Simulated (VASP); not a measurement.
# Mg: single point with LDA

Mg:

```
Mg
1.0
     0.00000    3.35064    3.35064
     3.35064    0.00000    3.35064
     3.35064    3.35064    0.00000
Mg
2
Direct
  0.00000 0.00000 0.00000
  0.25000 0.25000 0.25000
```

| Quantity | Value |
| --- | --- |
| Program | VASP 6.6.1 |
| Task | single point |
| Functional | LDA |
| Potentials or basis | VASP PAW LDA potentials, release 64 (Mg) |
| Cutoff | 520 eV |
| k mesh | 8 × 8 × 8 |
| Occupations | fermi-dirac, width 0.136057 eV |
| Spin | no spin polarisation |

- Pressure: -0.1 GPa
- Band gap on the k mesh: zero (band 2 reaches 3.51 eV, above the bottom of band 3 at -0.28 eV)

Levels at points of the mesh, in eV from the Fermi level:
| k point | band 1 | band 2 | band 3 | band 4 | band 5 | band 6 |
| --- | --- | --- | --- | --- | --- | --- |
| (0.00, 0.00, 0.00) | -5.15 | 3.32 | 3.32 | 3.32 | 4.39 | 4.39 |
| (0.50, 0.00, 0.00) | -3.31 | -2.01 | 2.43 | 2.43 | 4.02 | 4.48 |
| (0.50, 0.50, 0.00) | -2.11 | -2.11 | 1.00 | 1.00 | 2.49 | 2.49 |

Run time: 13 s on 1 thread of AMD EPYC 7R13 Processor (Zen 3), on a shared host, peak memory 0.14 GiB.
